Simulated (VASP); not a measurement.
# C (P6/mmm) in VASP: a series of runs, part 2 of 2

VASP 6.6.1. Earlier steps stand in the parts before.

## (3) Single point, PBE

This run uses another cell than the first one: it holds 8 atoms, not 2.

Contents of INCAR:

```
SYSTEM = C
ALGO     = Normal         ! electronic algorithm
EDIFF    = 1E-6           ! SCF threshold, eV
ENCUT    = 520            ! plane-wave cutoff, eV
GGA      = PE             ! functional
ISIF     = 2              ! what is computed and relaxed
ISMEAR   = 0              ! smearing method
LASPH    = .TRUE.         ! aspherical terms in the spheres
LCHARG   = .TRUE.         ! write CHGCAR
LELF     = .TRUE.         ! ELF
LREAL    = .FALSE.        ! projectors in reciprocal space
LVHAR    = .TRUE.       
LWAVE    = .FALSE.        ! write WAVECAR
NBANDS   = 26             ! bands
NELM     = 60             ! most SCF steps
PREC     = Accurate       ! precision mode
SIGMA    = 0.2            ! smearing width, eV
```

Contents of KPOINTS:

```
k-points
0
G
  8 6 4
  0 0 0
```

Contents of POSCAR:

```
C
1.0
    1.2332424619     -2.1360386020      0.0000000000
   -3.6997273855     -2.1360386020      0.0000000000
    0.0000000000      0.0000000000     -8.8454489982
C
8
Direct
    0.0000000000      0.6666666667      0.7500000000
    0.0000000000      0.6666666667      0.2500000000
    0.5000000000      0.1666666667      0.7500000000
    0.5000000000      0.1666666667      0.2500000000
    0.5000000000      0.8333333333      0.7500000000
    0.5000000000      0.8333333333      0.2500000000
    0.0000000000      0.3333333333      0.7500000000
    0.0000000000      0.3333333333      0.2500000000
```

Potentials or basis: VASP PAW PBE potentials, release 64 (C).

Launch:

```bash
> cat potpaw_PBE.64/C/POTCAR > POTCAR
> mpirun -np 1 vasp_std > vasp.out
```

OUTCAR:

```text
SYSTEM = C
   EDIFF = 1E-6
   ENCUT = 520
   GGA = PE
   ISIF = 2
   ISMEAR = 0
   LASPH = .TRUE.
   LREAL = .FALSE.
   NELM = 60
   PREC = Accurate

 ion  position               nearest neighbor table
   1  0.000  0.667  0.750-   5 1.42   5 1.42   7 1.42
   2  0.000  0.667  0.250-   6 1.42   6 1.42   8 1.42
   3  0.500  0.167  0.750-   7 1.42   7 1.42   5 1.42
   4  0.500  0.167  0.250-   8 1.42   8 1.42   6 1.42
   5  0.500  0.833  0.750-   1 1.42   1 1.42   3 1.42
   6  0.500  0.833  0.250-   2 1.42   2 1.42   4 1.42
   7  0.000  0.333  0.750-   3 1.42   3 1.42   1 1.42
   8  0.000  0.333  0.250-   4 1.42   4 1.42   2 1.42

  LATTYP: Found a simple orthorhombic cell.
 ALAT       =     2.4664849237
 B/A-ratio  =     1.7320508075
 C/A-ratio  =     3.5862570710

  Lattice vectors:

 A1 = (   1.2332424619,  -2.1360386020,   0.0000000000)
 A2 = (  -3.6997273855,  -2.1360386020,   0.0000000000)
 A3 = (   0.0000000000,   0.0000000000,  -8.8454489982)

[... 199 lines left out ...]
 cond. band min:       3.0588012810   @ k =   0.3750   0.0000   0.0000
 fundamental gap:      1.0315021948
 Fermi energy:         2.5417058667

 k-point     1 :       0.0000    0.0000    0.0000
  band No.  band energies     occupation
      1     -16.9864      2.00000
      2     -16.9616      2.00000
      3     -11.7455      2.00000
      4     -11.7299      2.00000
      5     -10.6954      2.00000
      6     -10.6821      2.00000
[... 685 lines left out ...]
     25      13.0330      0.00000
     26      13.7421      0.00000

 [... further k-points ...]

------------------------ aborting loop because EDIFF is reached ----------------------------------------

  FORCE on cell =-STRESS in cart. coord.  units (eV):
  Direction    XX          YY          ZZ          XY          YZ          ZX
  --------------------------------------------------------------------------------------
  -------------------------------------------------------------------------------------
  Total        0.1545252      0.4685371     -0.0033277     -0.2719423      0.0000000      0.0000000
  in kB        2.6562707      8.0541016     -0.0572035     -4.6746587      0.0000000      0.0000000
  external PRESSURE =       3.5510563 kB  Pullay stress =       0.0000000 kB

 VOLUME and BASIS-vectors are now :
 -----------------------------------------------------------------------------
  energy-cutoff  :      520.00
  volume of cell :       93.20
      direct lattice vectors                 reciprocal lattice vectors
     1.233242462 -2.136038602  0.000000000     0.202717639 -0.351117250  0.000000000
    -3.699727386 -2.136038602  0.000000000    -0.202717639 -0.117039083  0.000000000
     0.000000000  0.000000000 -8.845448998     0.000000000  0.000000000 -0.113052486

 POSITION                                       TOTAL-FORCE (eV/Angst)
 -----------------------------------------------------------------------------------
     -2.46648     -1.42403     -6.63409         0.061064      0.035256     -0.000000
     -2.46648     -1.42403     -2.21136         0.061064      0.035256      0.000000
     -0.00000     -1.42403     -6.63409         0.061064      0.035256     -0.000000
     -0.00000     -1.42403     -2.21136         0.061064      0.035256      0.000000
     -2.46648     -2.84805     -6.63409        -0.061064     -0.035256     -0.000000
     -2.46648     -2.84805     -2.21136        -0.061064     -0.035256      0.000000
     -1.23324     -0.71201     -6.63409        -0.061064     -0.035256      0.000000
     -1.23324     -0.71201     -2.21136        -0.061064     -0.035256      0.000000
 -----------------------------------------------------------------------------------
    total drift:                               -0.000000     -0.000000     -0.000000

  FREE ENERGIE OF THE ION-ELECTRON SYSTEM (eV)
  ---------------------------------------------------
  free  energy   TOTEN  =       -73.8108028415 eV

  energy  without entropy=      -73.8107965964  energy(sigma->0) =      -73.81079972
```

Wall time 2.7 min (1 thread of Intel Xeon 8259CL, shared host); peak memory 0.24 GiB.

What came out:

| Property | Result |
| --- | --- |
| Free energy | -73.8108 eV |
| Pressure | 0.4 GPa |
| Largest force | 0.071 eV/Å |

Forces in eV/Å, atoms in the order of the input:
```
C    0.061  0.035  0.000
C    0.061  0.035  0.000
C    0.061  0.035  0.000
C    0.061  0.035  0.000
C   -0.061 -0.035  0.000
C   -0.061 -0.035  0.000
C   -0.061 -0.035  0.000
C   -0.061 -0.035  0.000
```

Caveat: this functional lacks dispersion, which binds the layers, so the pressure and a relaxed spacing across them are unreliable.

## (4) Relaxation of cell and atoms, PBE

Contents of INCAR:

```
SYSTEM = C
PREC     = Accurate       ! precision mode
ENCUT    = 600            ! plane-wave cutoff, eV
EDIFF    = 1E-6           ! SCF threshold, eV
ISMEAR   = 0              ! smearing method
SIGMA    = 0.1            ! smearing width, eV
LREAL    = .False.        ! projectors in reciprocal space
LASPH    = .True.         ! aspherical terms in the spheres
NELM     = 100            ! most SCF steps
ALGO     = Normal         ! electronic algorithm
ISIF     = 3              ! what is computed and relaxed
LWAVE    = .False.        ! write WAVECAR
LCHARG   = .False.        ! write CHGCAR
GGA      = PE             ! functional
IBRION   = 2              ! ionic algorithm
NSW      = 100            ! ionic steps
EDIFFG   = -0.01          ! ionic threshold
```

Contents of KPOINTS:

```
regular mesh
0
Gamma
  24 24 12
  0 0 0
```

Contents of POSCAR:

```
C
1.0
    2.4664849237      0.0000000000      0.0000000000
   -1.2332424619      2.1360386020      0.0000000000
    0.0000000000      0.0000000000      4.4227244991
C
2
Direct
    0.6666666667      0.3333333333      0.5000000000
    0.3333333333      0.6666666667      0.5000000000
```

Launch:

```bash
> cat potpaw_PBE.64/C/POTCAR > POTCAR
> mpirun -np 1 vasp_std > vasp.out
```

It took 17 min on 1 thread of Intel Xeon 8259CL, shared host; peak memory 0.2 GiB.

Results (log left out):

```yaml
Free_energy: -18.4588 eV
Relaxed_volume: 10.92 Å³/atom
Relaxed_cell: a = 2.466 Å, b = 2.466 Å, c = 4.145 Å, α = 90.00°, β = 90.00°, γ = 120.00°
Space_group_after_relaxing_to_0.1_Å: P6/mmm (No. 191)
Energy_gained_by_relaxing: 0.6 meV/atom
Ionic_steps: 24
Pressure_after_relaxing: 0.0 GPa
Band_gap_on_the_k_mesh: zero (bands 4 and 5 overlap by 0.33 eV)
```

Stress tensor (GPa, compression positive):
```
 0.07  0.00  0.00
 0.00  0.07  0.00
 0.00  0.00 -0.01
```

The path:
| step | energy change (eV) | largest force (eV/Å) | pressure (GPa) | volume (Å³) |
| --- | --- | --- | --- | --- |
| 1 | 0.0000 | 0.0000 | 0.03 | 23.30 |
| 2 | 0.0000 | 0.0000 | -0.27 | 23.31 |
| 3 | 0.0000 | 0.0000 | -0.18 | 23.31 |
| 4 | 0.0000 | 0.0000 | -0.18 | 23.29 |
| 5 | -0.0001 | 0.0000 | -0.20 | 23.26 |
| 6 | -0.0002 | 0.0000 | -0.26 | 23.20 |
| 7 | -0.0003 | 0.0000 | -0.47 | 23.06 |
| 8 | -0.0005 | 0.0000 | -0.80 | 22.80 |
| 9 | -0.0005 | 0.0000 | -1.48 | 22.27 |
| 10 | -0.0006 | 0.0000 | -1.12 | 22.57 |
| 11 | -0.0006 | 0.0000 | -1.09 | 22.57 |
| 12 | -0.0006 | 0.0000 | -1.08 | 22.56 |
| 13 | -0.0006 | 0.0000 | -1.05 | 22.53 |
| 14 | -0.0007 | 0.0000 | -1.00 | 22.49 |
| 15 | -0.0008 | 0.0000 | -0.89 | 22.39 |
| 16 | -0.0010 | 0.0000 | -0.79 | 22.21 |
| 17 | -0.0012 | 0.0000 | -0.45 | 21.84 |
| 18 | -0.0012 | 0.0000 | -0.43 | 21.87 |
| 19 | -0.0012 | 0.0000 | -0.37 | 21.87 |
| 20 | -0.0012 | 0.0000 | -0.35 | 21.88 |
| 21 | -0.0012 | 0.0000 | -0.29 | 21.90 |
| 22 | -0.0012 | 0.0000 | -0.19 | 21.89 |
| 23 | -0.0013 | 0.0000 | -0.12 | 21.87 |
| 24 | -0.0013 | 0.0000 | 0.04 | 21.84 |

Final structure:
```
CELL_PARAMETERS angstrom
2.46645 0.00000 0.00000
-1.23322 2.13601 0.00000
0.00000 0.00000 4.14498
ATOMIC_POSITIONS crystal
C 0.66667 0.33333 0.50000
C 0.33333 0.66667 0.50000
```

Levels at points of the mesh, in eV from the Fermi level:
```tsv
k point	band 2	band 3	band 4	band 5	band 6	band 7
(0.00, 0.00, 0.00)	-7.31	-3.04	-3.04	3.17	8.30	8.30
(0.50, 0.00, 0.00)	-13.25	-6.42	-2.18	1.96	7.33	10.59
(0.00, 0.00, 0.50)	-7.89	-3.04	-3.04	6.75	8.31	8.31
(0.50, 0.00, 0.50)	-13.22	-6.41	-2.53	1.41	7.40	12.55
```

Caveat: this functional lacks dispersion, which binds the layers, so the pressure and a relaxed spacing across them are unreliable.

## (5) The runs side by side

| task | cell | k mesh | cutoff (eV) | smearing | gap on the mesh (eV) | pressure (GPa) |
| --- | --- | --- | --- | --- | --- | --- |
| single point | a = 2.466, b = 2.466, c = 4.423 Å, angles 90.0, 90.0, 120.0°, 2 atoms, atomic positions A | 24 × 24 × 14 | 520 | gaussian 0.1 eV | none | 0.3 |
| single point | a = 2.466, b = 4.272, c = 8.845 Å, 8 atoms, atomic positions B | 8 × 6 × 4 | 520 | gaussian 0.2 eV | - | 0.4 |
| relaxation of cell and atoms | relaxed from a = 2.466, b = 2.466, c = 4.423 Å, angles 90.0, 90.0, 120.0°, 2 atoms, atomic positions A | 24 × 24 × 12 | 600 | gaussian 0.1 eV | none | 0.0 |

Alike in all rows: level PBE; potentials or basis VASP PAW PBE potentials, release 64 (C); no spin polarisation.

Caveats: this functional lacks dispersion, which binds the layers, so the pressure and a relaxed spacing across them are unreliable.

Total energies depend on the potentials used, so only differences within one code and one set of settings carry meaning.
